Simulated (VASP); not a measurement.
# P (P6/mmm) in VASP: notebook, part 2 of 2

VASP 6.6.1. The steps go on from the part before.

**3. Single point, r2SCAN**

This run uses another cell than the first one, of 27.97 Å³/atom.

POSCAR

```
P
1.0
    3.2572956256      0.0000000000      0.0000000000
   -1.6286478128      2.8209007594      0.0000000000
    0.0000000000      0.0000000000      3.0435356002
P
1
Direct
    0.0000000000      0.0000000000      0.0000000000
```

INCAR.step1

```
SYSTEM = P
  ALGO = Normal
  EDIFF = 1E-4
  ENCUT = 520
  GGA = PE
  ISMEAR = 0
  LASPH = .True.
  LCHARG = .False.
  LREAL = .False.
  LWAVE = .True.
  NBANDS = 8
  NELM = 80
  PREC = Accurate
  SIGMA = 0.1
```

INCAR.step2

```
SYSTEM = P
  ALGO = Normal
  EDIFF = 1E-6
  ENCUT = 520
  ISIF = 2
  ISMEAR = 0
  ISTART = 1
  LASPH = .True.
  LCHARG = .False.
  LMIXTAU = .True.
  LREAL = .False.
  LWAVE = .False.
  METAGGA = R2SCAN
  NBANDS = 8
  NELM = 80
  PREC = Accurate
  SIGMA = 0.1
```

KPOINTS

```
k-points
0
Gamma
  6 6 6
  0 0 0
```

Potentials or basis: VASP PAW PBE potentials, release 64 (P).

The run is started by

```bash
cat potpaw_PBE.64/P/POTCAR > POTCAR
cp INCAR.step1 INCAR
mpirun -np 1 vasp_std > vasp.out
cp INCAR.step2 INCAR
mpirun -np 1 vasp_std > vasp.out
```

OUTCAR:

```text
SYSTEM = P
   EDIFF = 1E-6
   ENCUT = 520
   ISIF = 2
   ISMEAR = 0
   ISTART = 1
   LASPH = .True.
   LREAL = .False.
   METAGGA = R2SCAN
   NELM = 80
   PREC = Accurate

 ion  position               nearest neighbor table
   1  0.000  0.000  0.000-

  LATTYP: Found a hexagonal cell.
 ALAT       =     3.2572956256
 C/A-ratio  =     0.9343750000

  Lattice vectors:

 A1 = (   3.2572956256,   0.0000000000,   0.0000000000)
 A2 = (  -1.6286478128,   2.8209007594,   0.0000000000)
 A3 = (   0.0000000000,   0.0000000000,   3.0435356002)

Analysis of symmetry for initial positions (statically):
=====================================================================
 Subroutine PRICEL returns:
 Original cell was already a primitive cell.

 Routine SETGRP: Setting up the symmetry group for a
 hexagonal supercell.

 Subroutine GETGRP returns: Found 24 space group operations
 (whereof 24 operations were pure point group operations)
 out of a pool of 24 trial point group operations.

The static configuration has the point symmetry D_6h.

Analysis of symmetry for dynamics (positions and initial velocities):
=====================================================================
 Subroutine PRICEL returns:
 Original cell was already a primitive cell.

 Routine SETGRP: Setting up the symmetry group for a
 hexagonal supercell.

 Subroutine GETGRP returns: Found 24 space group operations
 (whereof 24 operations were pure point group operations)
 out of a pool of 24 trial point group operations.

The dynamic configuration has the point symmetry D_6h.

 Subroutine INISYM returns: Found 24 space group operations
 (whereof 24 operations are pure point group operations),
 and found     1 'primitive' translations

----------------------------------------------------------------------------------------

                                     Primitive cell

[... 109 lines left out ...]
  volume/ion in A,a.u.               =      27.97       188.72
  Fermi-wavevector in a.u.,A,eV,Ry     =   0.922268  1.742833 11.572815  0.850578
  Thomas-Fermi vector in A             =   2.047776
   LORBIT       =      0    0 simple, 1 ext, 2 COOP (PROOUT), +10 PAW based schemes
   METAGGA = R2SCAN    functional components
   LHFCALC =     F    Hartree Fock is set to
   AEXX    =    0.0000 exact exchange contribution
   IVDW    =     0    specifies the selected vdW correction
   LEPSILON=     F    determine dielectric tensor
   LRPA    =     F    only Hartree local field effects (RPA)
 non-spin polarized calculation
 Gauss-broadening in eV      SIGMA  =   0.10
  energy-cutoff  :      520.00
  volume of cell :       27.97
 maximum number of plane-waves:       771
   NGX = 13   NGY = 13   NGZ = 11

 number of electron       4.9999998 magnetization

 Free energy of the ion-electron system (eV)
  ---------------------------------------------------
  ext. energy  EPLUGINS =         0.00000000
  ---------------------------------------------------
  free energy    TOTEN  =        -7.16599120 eV

  energy without entropy =       -7.16559385  energy(sigma->0) =       -7.16579253

 E-fermi :   2.2091     XC(G=0):  -9.0763

 val. band max:        2.0254915337   @ k =   0.3333   0.1667   0.1667
 cond. band min:       2.3560652157   @ k =   0.1667   0.1667   0.5000
 fundamental gap:      0.3305736819
 Fermi energy:         2.2090686677

 k-point     1 :       0.0000    0.0000    0.0000
  band No.  band energies     occupation
      1      -9.6781      2.00000
      2       4.8551      0.00000
      3       5.0143      0.00000
      4       5.0143      0.00000
      5      10.2537      0.00000
      6      11.8627      0.00000
      7      13.3623      0.00000
      8      13.3623      0.00000
[... 243 lines left out ...]
 k-point    24 :       0.3333    0.0000    0.5000
  band No.  band energies     occupation
      1      -6.4251      2.00000
      2      -0.7035      2.00000
      3       1.2728      2.00000
      4       4.7618      0.00000
      5       8.4824      0.00000
      6      11.8183      0.00000
      7      13.9177      0.00000
      8      16.9078      0.00000

 [... further k-points ...]

------------------------ aborting loop because EDIFF is reached ----------------------------------------

  FORCE on cell =-STRESS in cart. coord.  units (eV):
  Direction    XX          YY          ZZ          XY          YZ          ZX
  --------------------------------------------------------------------------------------
  -------------------------------------------------------------------------------------
  Total       -2.6587609     -2.6587609     -4.1537005      0.0000000     -0.0000000      0.0000000
  in kB     -152.3233563   -152.3233563   -237.9701001      0.0000000     -0.0000000      0.0000000
  external PRESSURE =    -180.8722709 kB  Pullay stress =       0.0000000 kB

 VOLUME and BASIS-vectors are now :
 -----------------------------------------------------------------------------
  energy-cutoff  :      520.00
  volume of cell :       27.97
      direct lattice vectors                 reciprocal lattice vectors
     3.257295626  0.000000000  0.000000000     0.307003145  0.177248348  0.000000000
    -1.628647813  2.820900759  0.000000000     0.000000000  0.354496696  0.000000000
     0.000000000  0.000000000  3.043535600     0.000000000  0.000000000  0.328565238

 POSITION                                       TOTAL-FORCE (eV/Angst)
 -----------------------------------------------------------------------------------
      0.00000      0.00000      0.00000         0.000000      0.000000      0.000000
 -----------------------------------------------------------------------------------
    total drift:                               -0.000000     -0.000000      0.000000

  FREE ENERGIE OF THE ION-ELECTRON SYSTEM (eV)
  ---------------------------------------------------
  free  energy   TOTEN  =        -7.1659912049 eV

  energy  without entropy=       -7.1655938522  energy(sigma->0) =       -7.16579253
```

OSZICAR.step1:

```text
N       E                     dE             d eps       ncg     rms          rms(c)
DAV:   1     0.304223284859E+01    0.30422E+01   -0.17874E+03   448   0.425E+02
DAV:   2    -0.368655888890E+01   -0.67288E+01   -0.64205E+01   648   0.477E+01
DAV:   3    -0.378317776879E+01   -0.96619E-01   -0.96617E-01   520   0.646E+00
DAV:   4    -0.378351984825E+01   -0.34208E-03   -0.34208E-03   712   0.437E-01
DAV:   5    -0.378352005911E+01   -0.21086E-06   -0.21090E-06   552   0.711E-03    0.137E+00
DAV:   6    -0.377314305055E+01    0.10377E-01   -0.14696E-02   496   0.567E-01    0.713E-01
DAV:   7    -0.377054864878E+01    0.25944E-02   -0.19243E-02   520   0.668E-01    0.119E-01
DAV:   8    -0.377080060129E+01   -0.25195E-03   -0.39316E-04   560   0.131E-01    0.915E-03
DAV:   9    -0.377080083412E+01   -0.23283E-06   -0.18789E-06   304   0.113E-02
   1 F= -.37708008E+01 E0= -.37704577E+01  d E =-.686280E-03
```

Wall time 23 s (1 thread of Intel Xeon 8259CL, shared host); peak memory 0.13 GiB.

Results:

| Quantity | Value |
| --- | --- |
| Free energy | -7.1660 eV |
| Pressure | -18.1 GPa |
| Band gap on the k mesh | zero (an odd number of electrons rules out a gap without spin polarisation) |

Stress tensor (GPa, compression positive):
```
-15.23   0.00   0.00
  0.00 -15.23   0.00
  0.00   0.00 -23.80
```

Caveat: the k points lie up to 0.37 Å⁻¹ apart, too coarse for converged energies and pressures of a metal; the PAW data sets were made with another functional, which shifts forces and pressure a little.
